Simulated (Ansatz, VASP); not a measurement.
NaI: VASP beside Ansatz

The input INCAR:

```
SYSTEM = NaI
PREC = Accurate
ENCUT = 520
EDIFF = 1E-6
ISMEAR = 0
SIGMA = 0.05
LREAL = .False.
LASPH = .True.
NELM = 60
ALGO = Normal
ISIF = 2
LWAVE = .False.
LCHARG = .False.
GGA = PE
IVDW = 12
NBANDS = 22
```

KPOINTS

```
regular mesh
0
Gamma
  6 8 4
  0 0 0
```

The input POSCAR:

```
NaI
1.0
    4.7722534545      0.0000000000     -0.7158380182
    0.0000000000      4.1018944388      0.0000000000
   -1.0160667574      0.0000000000      6.2772604272
Na I
2 2
Direct
    0.2500000000      0.5000000000      0.2499880837
    0.7500000000      0.5000000000      0.7500119163
    0.2500000000      0.0000000000      0.7499134626
    0.7500000000      0.0000000000      0.2500865374
```

Input for Ansatz:

```yaml
crystal:
  lattice:
    - [4.7722534545, 0.0, -0.7158380182]
    - [0.0, 4.1018944388, 0.0]
    - [-1.0160667574, 0.0, 6.2772604272]
  atoms:
    - { symbol: Na, position: [0.25, 0.5, 0.2499880837] }
    - { symbol: Na, position: [0.75, 0.5, 0.7500119163] }
    - { symbol: I, position: [0.25, 0.0, 0.7499134626] }
    - { symbol: I, position: [0.75, 0.0, 0.2500865374] }
basis:
  ecutwfc: 520.0
kpoints:
  mp_grid: { grid: [6, 8, 4] }
hamiltonian:
  xc: pbe
  dispersion: d3bj
scf:
  occupations: { method: gaussian, width: 0.05 }
output:
  forces: true
  stress: true
  eigenvalues: true
```

Change from the starting cell: engineering shear strain xz -0.3000, normal strain along z -0.0733.

Alike in both runs: task single point; functional PBE; dispersion D3(BJ); k mesh 6 × 8 × 4; occupations gaussian, width 0.05 eV; no spin polarisation.

|  | VASP | Ansatz |
| --- | --- | --- |
| version | VASP 6.6.1 | Ansatz 0.2.0 |
| potentials or method | VASP PAW PBE potentials, release 64 (Na_pv, I), cutoff 520 eV | scalar-relativistic, plane waves, PAW |
| valence electrons in the cell | 28 | 52 |

|  | VASP | Ansatz | Ansatz less VASP |
| --- | --- | --- | --- |
| gap on the k mesh at the Fermi level (eV) | 0.09 | 0.09 | +0.001 |
| least direct gap on the mesh (eV) | 0.31 | 0.31 | +0.001 |
| pressure (GPa) | 3.8 | 3.8 | -0.02 |
| traceless stress, the component that is largest in VASP (GPa) | 9.63 | 9.64 | +0.006 |

VASP's potentials hold 28 valence electrons a cell and Ansatz's 52, so a difference there can come from the potentials and not from the codes.

Neither program's run includes spin-orbit coupling.
